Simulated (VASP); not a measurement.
# CdS (Hawleyite) in VASP: a series of runs

CdS (Hawleyite) is run at these levels: PBE; tasks: single point.

Program: VASP 6.6.1. These are calculated values, not measurements. Logs are shortened: lines on timing, memory, paths and dates and some standing lists are left out, and cuts for length are marked.

**1. The cell of the first run**

It takes space group F-43m (No. 216, cubic). The conventional cell has a = 5.833 Å, b = 5.833 Å, c = 5.833 Å, α = 90.00°, β = 90.00°, γ = 90.00°. Within 3.3 Å of Cd (site symmetry -43m) lie 4 S at 2.53 Å. S (site symmetry -43m) has 4 Cd at 2.53 Å within 3.3 Å.

**2. Single point, PBE**

The input, INCAR:

```
ALGO     = Normal         # electronic algorithm
EDIFF    = 1E-6           # SCF threshold, eV
ENCUT    = 520            # plane-wave cutoff, eV
GGA      = PE             # functional
ISIF     = 2              # what is computed and relaxed
ISMEAR   = -1             # smearing method
LASPH    = True           # aspherical terms in the spheres
LCHARG   = True           # write CHGCAR
LELF     = True           # ELF
LREAL    = False          # projectors in reciprocal space
LVHAR    = True         
LWAVE    = False          # write WAVECAR
NBANDS   = 16             # bands
NELM     = 60             # most SCF steps
PREC     = Accurate       # precision mode
SIGMA    = 0.02           # smearing width, eV
```

The input, KPOINTS:

```
k-points
0
Gamma
  6 6 6
```

The input, POSCAR:

```
CdS
1.0
    0.0000000000      2.9165000000      2.9165000000
    2.9165000000      0.0000000000      2.9165000000
    2.9165000000      2.9165000000      0.0000000000
Cd S
1 1
Direct
    0.0000000000      0.0000000000      0.0000000000
    0.2500000000      0.2500000000      0.2500000000
```

Potentials or basis: VASP PAW PBE potentials, release 64 (Cd, S).

On the command line:

```
$ cat potpaw_PBE.64/Cd/POTCAR potpaw_PBE.64/S/POTCAR > POTCAR
$ mpirun -np 1 vasp_std > vasp.out
```

OUTCAR:

```text
EDIFF = 1E-6
   ENCUT = 520
   GGA = PE
   ISIF = 2
   ISMEAR = -1
   LASPH = True
   LREAL = False
   NELM = 60
   PREC = Accurate

 ion  position               nearest neighbor table
   1  0.000  0.000  0.000-   2 2.53   2 2.53   2 2.53   2 2.53
   2  0.250  0.250  0.250-   1 2.53   1 2.53   1 2.53   1 2.53

  LATTYP: Found a face centered cubic cell.
 ALAT       =     5.8330000000

  Lattice vectors:

 A1 = (   0.0000000000,   2.9165000000,   2.9165000000)
 A2 = (   2.9165000000,   0.0000000000,   2.9165000000)
 A3 = (   2.9165000000,   2.9165000000,   0.0000000000)

Analysis of symmetry for initial positions (statically):
=====================================================================
 Subroutine PRICEL returns:
 Original cell was already a primitive cell.

 Routine SETGRP: Setting up the symmetry group for a
 face centered cubic supercell.

 Subroutine GETGRP returns: Found 24 space group operations
 (whereof 24 operations were pure point group operations)
 out of a pool of 48 trial point group operations.

The static configuration has the point symmetry T_d .

Analysis of symmetry for dynamics (positions and initial velocities):
=====================================================================
 Subroutine PRICEL returns:
 Original cell was already a primitive cell.

 Routine SETGRP: Setting up the symmetry group for a
 face centered cubic supercell.

 Subroutine GETGRP returns: Found 24 space group operations
 (whereof 24 operations were pure point group operations)
 out of a pool of 48 trial point group operations.

The dynamic configuration has the point symmetry T_d .

 Subroutine INISYM returns: Found 24 space group operations
 (whereof 24 operations are pure point group operations),
 and found     1 'primitive' translations

----------------------------------------------------------------------------------------

                                     Primitive cell

  volume of cell :      49.6153

  direct lattice vectors                    reciprocal lattice vectors
     0.000000000  2.916500000  2.916500000    -0.171438368  0.171438368  0.171438368
     2.916500000  0.000000000  2.916500000     0.171438368 -0.171438368  0.171438368
     2.916500000  2.916500000  0.000000000     0.171438368  0.171438368 -0.171438368

  length of vectors
     4.124553855  4.124553855  4.124553855     0.296939964  0.296939964  0.296939964

  position of ions in fractional coordinates (direct lattice)
     0.000000000  0.000000000  0.000000000
     0.250000000  0.250000000  0.250000000

  ion indices of the primitive-cell ions
   primitive index   ion index
                 1           1
                 2           2

----------------------------------------------------------------------------------------

 KPOINTS: k-points

Automatic generation of k-mesh.
 Grid dimensions read from file:
 generate k-points for:    6    6    6

 Generating k-lattice:

  Cartesian coordinates                     Fractional coordinates (reciprocal lattice)
    -0.028573061  0.028573061  0.028573061     0.166666667  0.000000000  0.000000000
     0.028573061 -0.028573061  0.028573061     0.000000000  0.166666667  0.000000000
     0.028573061  0.028573061 -0.028573061     0.000000000  0.000000000  0.166666667

  Length of vectors
     0.049489994  0.049489994  0.049489994

  Shift w.r.t. Gamma in fractional coordinates (k-lattice)
     0.000000000  0.000000000  0.000000000

 Subroutine IBZKPT returns following result:
 ===========================================

 Found     16 irreducible k-points:

 Following reciprocal coordinates:
            Coordinates               Weight
  0.000000  0.000000  0.000000      1.000000
  0.166667  0.000000  0.000000      8.000000
  0.333333  0.000000  0.000000      8.000000
  0.500000  0.000000  0.000000      4.000000
  0.166667  0.166667  0.000000      6.000000
  0.333333  0.166667  0.000000     24.000000
[... 8 lines left out ...]
 -0.333333  0.333333  0.166667     24.000000
 -0.333333  0.500000  0.166667     12.000000
   k-points           NKPTS =     16   k-points in BZ     NKDIM =     16   number of bands    NBANDS=     16
   number of dos      NEDOS =    301   number of ions     NIONS =      2
   total plane-waves  NPLWV =  32768
   dimension x,y,z NGX =    32 NGY =   32 NGZ =   32
   dimension x,y,z NGXF=    64 NGYF=   64 NGZF=   64
   ions per type =               1   1
   NGX,Y,Z   is equivalent  to a cutoff of  12.90, 12.90, 12.90 a.u.
   NGXF,Y,Z  is equivalent  to a cutoff of  25.80, 25.80, 25.80 a.u.
 SYSTEM =  unknown system
   PREC   = accura    normal or accurate (medium, high low for compatibility)
   ISTART =      0    job   : 0-new  1-cont  2-samecut
   ICHARG =      2    charge: 1-file 2-atom 10-const
   ISPIN  =      1    spin polarized calculation?
   LNONCOLLINEAR =      F non collinear calculations
   LSORBIT =      F    spin-orbit coupling
   LASPH  =      T    aspherical Exc in radial PAW
   ENCUT  =  520.0 eV  38.22 Ry    6.18 a.u.   7.67  7.67  7.67*2*pi/ulx,y,z
   NELM   =     60;   NELMIN=  2; NELMDL= -5     # of ELM steps
   EDIFF  = 0.1E-05   stopping-criterion for ELM
   LREAL  =      F    real-space projection
   EDIFFG = 0.1E-04   stopping-criterion for IOM
   NSW    =      0    number of steps for IOM
   IBRION =     -1    ionic relax: 0-MD 1-quasi-New 2-CG
   NFREE  =      0    steps in history (QN), initial steepest desc. (CG)
   ISIF   =      2    stress and relaxation
   ISYM   =      2    0-nonsym 1-usesym 2-fastsym
   POTIM  = 0.5000    time-step for ionic-motion
   TEBEG  =    0.0;   TEEND  =   0.0 temperature during run
   PSTRESS=    0.0 pullay stress
   NELECT =      18.0000    total number of electrons
   NUPDOWN=      -1.0000    fix difference up-down
   EMIN   =  10.00;   EMAX   =-10.00  energy-range for DOS
   EFERMI =   0.00;   METHOD = LEGACY
   ISMEAR =    -1;   SIGMA  =   0.02  broadening in eV -4-tet -1-fermi 0-gaus
   EFERMI_NEDOS =   21; number of points for ismear=-14 and -15
   IALGO  =     38    algorithm
   IMIX   =      4    mixing-type and parameters
     AMIX     =   0.40;   BMIX     =  1.00
     AMIX_MAG =   1.60;   BMIX_MAG =  1.00
  volume/ion in A,a.u.               =      24.81       167.41
  Fermi-wavevector in a.u.,A,eV,Ry     =   1.167599  2.206442 18.548649  1.363287
  Thomas-Fermi vector in A             =   2.304097
   LORBIT       =      0    0 simple, 1 ext, 2 COOP (PROOUT), +10 PAW based schemes
   GGA     = PE    functional components
[... 5 lines left out ...]
 non-spin polarized calculation
  energy-cutoff  :      520.00
  volume of cell :       49.62
 maximum number of plane-waves:      1363
 NGX is ok and might be reduce to    32
   NGX = 15   NGY = 15   NGZ = 15

 number of electron      18.0000004 magnetization

 Free energy of the ion-electron system (eV)
  ---------------------------------------------------
  ext. energy  EPLUGINS =         0.00000000
  ---------------------------------------------------
  free energy    TOTEN  =        -6.11905972 eV

  energy without entropy =       -6.11905972  energy(sigma->0) =       -6.11905972

 E-fermi :   1.7438     XC(G=0):  -9.1488

 val. band max:        1.3165784525   @ k =   0.0000   0.0000   0.0000
 cond. band min:       2.4652505547   @ k =   0.0000   0.0000   0.0000
 fundamental gap:      1.1486721022
 Fermi energy:         1.7438182764

 k-point     1 :       0.0000    0.0000    0.0000
  band No.  band energies     occupation
      1     -11.0530      2.00000
      2      -6.4136      2.00000
      3      -6.4136      2.00000
      4      -6.4136      2.00000
      5      -5.9339      2.00000
      6      -5.9339      2.00000
[... 8 lines left out ...]
     15      12.7961      0.00000
     16      12.7961      0.00000

 k-point     2 :       0.1667    0.0000    0.0000
  band No.  band energies     occupation
      1     -10.9468      2.00000
      2      -6.3759      2.00000
      3      -6.3759      2.00000
      4      -6.3139      2.00000
      5      -5.9346      2.00000
      6      -5.9346      2.00000
[... 8 lines left out ...]
     15      12.0107      0.00000
     16      13.1638      0.00000

 k-point     3 :       0.3333    0.0000    0.0000
  band No.  band energies     occupation
      1     -10.7334      2.00000
      2      -6.3143      2.00000
      3      -6.3143      2.00000
      4      -5.9428      2.00000
      5      -5.9172      2.00000
      6      -5.9172      2.00000
[... 8 lines left out ...]
     15      12.4301      0.00000
     16      12.4301      0.00000

 k-point     4 :       0.5000    0.0000    0.0000
  band No.  band energies     occupation
      1     -10.6275      2.00000
      2      -6.2932      2.00000
      3      -6.2932      2.00000
      4      -5.8960      2.00000
      5      -5.8960      2.00000
      6      -5.5537      2.00000
[... 8 lines left out ...]
     15      13.8663      0.00000
     16      13.8663      0.00000

 k-point     5 :       0.1667    0.1667    0.0000
  band No.  band energies     occupation
      1     -10.9118      2.00000
      2      -6.3370      2.00000
      3      -6.3370      2.00000
      4      -6.3346      2.00000
      5      -5.9585      2.00000
      6      -5.9122      2.00000
[... 8 lines left out ...]
     15      12.9725      0.00000
     16      14.7410      0.00000

 k-point     6 :       0.3333    0.1667    0.0000
  band No.  band energies     occupation
      1     -10.7353      2.00000
      2      -6.2971      2.00000
      3      -6.2635      2.00000
      4      -6.1060      2.00000
      5      -5.9099      2.00000
      6      -5.8924      2.00000
[... 8 lines left out ...]
     15      13.1856      0.00000
     16      14.3167      0.00000
[... 115 lines left out ...]
 k-point    13 :       0.5000    0.5000    0.0000
  band No.  band energies     occupation
      1     -10.4962      2.00000
      2      -6.2001      2.00000
      3      -6.0644      2.00000
      4      -6.0644      2.00000
      5      -5.8466      2.00000
      6      -5.4890      2.00000
[... 8 lines left out ...]
     15      13.6813      0.00000
     16      14.8143      0.00000

 k-point    14 :       0.5000    0.3333    0.1667
  band No.  band energies     occupation
      1     -10.5975      2.00000
      2      -6.2245      2.00000
      3      -6.2165      2.00000
      4      -6.0306      2.00000
      5      -5.8942      2.00000
      6      -5.6429      2.00000
[... 8 lines left out ...]
     15      14.3324      0.00000
     16      14.5524      0.00000

 k-point    15 :      -0.3333    0.3333    0.1667
  band No.  band energies     occupation
      1     -10.5303      2.00000
      2      -6.2206      2.00000
      3      -6.1776      2.00000
      4      -5.9747      2.00000
      5      -5.9155      2.00000
      6      -5.3773      2.00000
[... 8 lines left out ...]
     15      13.8051      0.00000
     16      14.6421      0.00000

 k-point    16 :      -0.3333    0.5000    0.1667
  band No.  band energies     occupation
      1     -10.4975      2.00000
      2      -6.1852      2.00000
      3      -6.1407      2.00000
      4      -6.0117      2.00000
      5      -5.8918      2.00000
      6      -5.3468      2.00000
[... 8 lines left out ...]
     15      14.5185      0.00000
     16      14.6367      0.00000

------------------------ aborting loop because EDIFF is reached ----------------------------------------

  FORCE on cell =-STRESS in cart. coord.  units (eV):
  Direction    XX          YY          ZZ          XY          YZ          ZX
  --------------------------------------------------------------------------------------
  -------------------------------------------------------------------------------------
  Total        0.9958797      0.9958797      0.9958797     -0.0000000      0.0000000     -0.0000000
  in kB       32.1589257     32.1589257     32.1589257     -0.0000000      0.0000000     -0.0000000
  external PRESSURE =      32.1589257 kB  Pullay stress =       0.0000000 kB

 VOLUME and BASIS-vectors are now :
 -----------------------------------------------------------------------------
  energy-cutoff  :      520.00
  volume of cell :       49.62
      direct lattice vectors                 reciprocal lattice vectors
     0.000000000  2.916500000  2.916500000    -0.171438368  0.171438368  0.171438368
     2.916500000  0.000000000  2.916500000     0.171438368 -0.171438368  0.171438368
     2.916500000  2.916500000  0.000000000     0.171438368  0.171438368 -0.171438368

 POSITION                                       TOTAL-FORCE (eV/Angst)
 -----------------------------------------------------------------------------------
      0.00000      0.00000      0.00000         0.000000      0.000000      0.000000
      1.45825      1.45825      1.45825        -0.000000     -0.000000     -0.000000
 -----------------------------------------------------------------------------------
    total drift:                               -0.000000     -0.000000     -0.000000

  FREE ENERGIE OF THE ION-ELECTRON SYSTEM (eV)
  ---------------------------------------------------
  free  energy   TOTEN  =        -6.1190597201 eV

  energy  without entropy=       -6.1190597201  energy(sigma->0) =       -6.11905972
```

Run time: 33 s. Hardware: 1 thread of AMD EPYC 7R13, shared host; peak memory 0.15 GiB.

Results:

```
Free energy            : -6.1191 eV
Pressure               : 3.2 GPa
Band gap on the k mesh : 1.15 eV, direct
```

**3. Single point, PBE**

This run uses another cell than the first one, of 24.19 Å³/atom, 0.975 times its volume.

The input, INCAR:

```
SYSTEM = CdS
PREC = Accurate
ENCUT = 520
EDIFF = 1E-7
ISMEAR = -1
SIGMA = 0.02
LREAL = .False.
LASPH = .True.
NELM = 80
ALGO = Normal
ISIF = 2
LWAVE = .False.
LCHARG = .False.
GGA = PE
NBANDS = 16
```

The input, KPOINTS:

```
Automatic mesh
0
Gamma
  6 6 6
  0 0 0
```

The input, POSCAR:

```
CdS
1.0
    0.0000000000      2.9165000000      2.8435875000
    2.9165000000      0.0000000000      2.8435875000
    2.9165000000      2.9165000000      0.0000000000
Cd S
1 1
Direct
    0.0000000000      0.0000000000      0.0000000000
    0.2500000000      0.2500000000      0.2500000000
```

Potentials or basis: VASP PAW PBE potentials, release 64 (Cd, S).

On the command line:

```
$ cat potpaw_PBE.64/Cd/POTCAR potpaw_PBE.64/S/POTCAR > POTCAR
$ mpirun -np 1 vasp_std > vasp.out
```

Wall time 50 s (1 thread of AMD EPYC 7R13, shared host); peak memory 0.15 GiB.

It converged, with:

- Free energy: -6.0863 eV
- Pressure: 5.0 GPa
- Band gap on the k mesh: 1.15 eV, direct

Stress tensor (GPa, compression positive):
```
4.90 0.00 0.00
0.00 4.90 0.00
0.00 0.00 5.23
```

Levels at points of the mesh, in eV from the valence-band top:
```tsv
k point	band 6	band 7	band 8	band 9	band 10	band 11	band 12	band 13
(0.00, 0.00, 0.00)	-7.35	-0.07	-0.07	0.00	1.15	6.49	6.49	6.50
(0.50, 0.00, 0.00)	-6.96	-4.61	-0.89	-0.79	3.00	6.86	7.07	7.51
(0.50, 0.50, 0.00)	-6.85	-4.01	-2.09	-2.09	3.40	4.18	9.47	10.84
(0.50, 0.00, 0.50)	-6.91	-4.16	-2.00	-1.96	3.49	4.41	9.20	10.76
```
